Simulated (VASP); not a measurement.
KBr: single point with PBE

The system is KBr.

```
K Br
1.0
     0.00000    3.68830    3.68830
     3.68830    0.00000    3.68830
     3.68830    3.68830    0.00000
K Br
1 1
Direct
  0.00000 0.00000 0.00000
  0.25000 0.25000 0.25000
```

| Item | Value |
| --- | --- |
| Program | VASP 6.6.1 |
| Task | single point |
| Functional | PBE |
| Potentials or basis | VASP PAW PBE potentials, release 64 (K_sv, Br) |
| Cutoff | 520 eV |
| k mesh | 4 × 4 × 4 |
| Occupations | gaussian, width 0.01 eV |
| Spin | no spin polarisation |

| Quantity | Value |
| --- | --- |
| Pressure | 0.3 GPa |
| Band gap on the k mesh | 4.28 eV, indirect (least direct gap 4.30 eV) |

Levels at points of the mesh, in eV from the valence-band top:
| k point | band 5 | band 6 | band 7 | band 8 | band 9 | band 10 | band 11 | band 12 |
| --- | --- | --- | --- | --- | --- | --- | --- | --- |
| (0.00, 0.00, 0.00) | -11.28 | -0.02 | -0.02 | -0.02 | 4.28 | 8.62 | 8.62 | 9.61 |
| (0.50, 0.00, 0.00) | -11.06 | -0.39 | 0.00 | 0.00 | 6.53 | 6.98 | 8.21 | 8.21 |
| (0.50, 0.50, 0.00) | -11.00 | -0.44 | -0.02 | -0.02 | 6.07 | 7.18 | 8.93 | 9.46 |

It took 7.7 s on 1 thread of Intel(R) Xeon(R) 6975P-C (Granite Rapids), on a shared host, peak memory 0.22 GiB.

A k mesh can miss the band edges. As with any semilocal functional, this PBE gap is likely too small.
